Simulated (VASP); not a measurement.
Crystal: TiO2.

```
CELL_PARAMETERS angstrom
2.96826 0.00000 0.00000
0.00021 4.70761 0.00000
1.48357 0.24235 7.08346
ATOMIC_POSITIONS crystal
Ti 0.00337 0.00039 0.00070
Ti 0.34464 0.48026 0.31696
Ti 0.66171 0.52047 0.68450
O 0.44004 0.18544 0.12854
O 0.77793 0.29773 0.45188
O 0.10124 0.30895 0.80624
O 0.90650 0.69184 0.19517
O 0.22941 0.70301 0.54951
O 0.56803 0.81530 0.87283
```

| Item | Value |
| --- | --- |
| Program | VASP 6.6.1 |
| Task | relaxation of cell and atoms |
| Functional | PBE |
| Potentials or basis | VASP PAW PBE potentials, release 64 (Ti_sv, O) |
| Cutoff | 600 eV |
| k mesh | 9 × 6 × 4 |
| Occupations | fermi-dirac, width 0.05 eV |
| Spin | no spin polarisation |

At the start: pressure 4.1 GPa; volume 11.00 Å³/atom.

**Question.** Where does the relaxation end?

**Answer.** Over 20 steps the energy falls by 3.2 meV/atom and the volume is 11.26 Å³/atom (+2.4 %); space group C2/m (No. 12, to 0.1 Å) before and after.

Step by step:
```tsv
step	energy change (eV)	largest force (eV/Å)	pressure (GPa)	volume (Å³)
1	0.0000	0.1782	4.12	98.98
2	0.0141	0.5261	-4.72	103.08
3	-0.0233	0.1422	0.03	100.76
4	-0.0262	0.0803	0.05	100.99
5	-0.0263	0.1392	0.05	101.07
6	-0.0270	0.0827	-0.03	101.24
7	-0.0271	0.0523	-0.05	101.19
8	-0.0276	0.0294	0.04	101.19
9	-0.0278	0.0574	0.15	101.18
10	-0.0281	0.0323	0.02	101.28
11	-0.0282	0.0320	-0.11	101.36
12	-0.0283	0.0160	0.01	101.32
13	-0.0283	0.0191	0.07	101.30
14	-0.0283	0.0177	0.05	101.31
15	-0.0284	0.0117	0.04	101.33
16	-0.0284	0.0206	0.00	101.38
17	-0.0284	0.0166	-0.01	101.36
18	-0.0285	0.0130	-0.02	101.38
19	-0.0285	0.0102	-0.01	101.37
20	-0.0285	0.0090	-0.02	101.37
```

Final structure:
```
Ti O
1.0
     2.97820    0.00000    0.00009
     0.00021    4.77956   -0.01386
     1.48874    0.22528    7.12110
Ti O
3 6
Direct
  0.00311 0.00038 0.00070
  0.34534 0.48286 0.31669
  0.66177 0.51790 0.68471
  0.43965 0.18446 0.12898
  0.77881 0.30108 0.45060
  0.10100 0.30826 0.80625
  0.90657 0.69249 0.19516
  0.22866 0.69968 0.55081
  0.56795 0.81629 0.87243
```
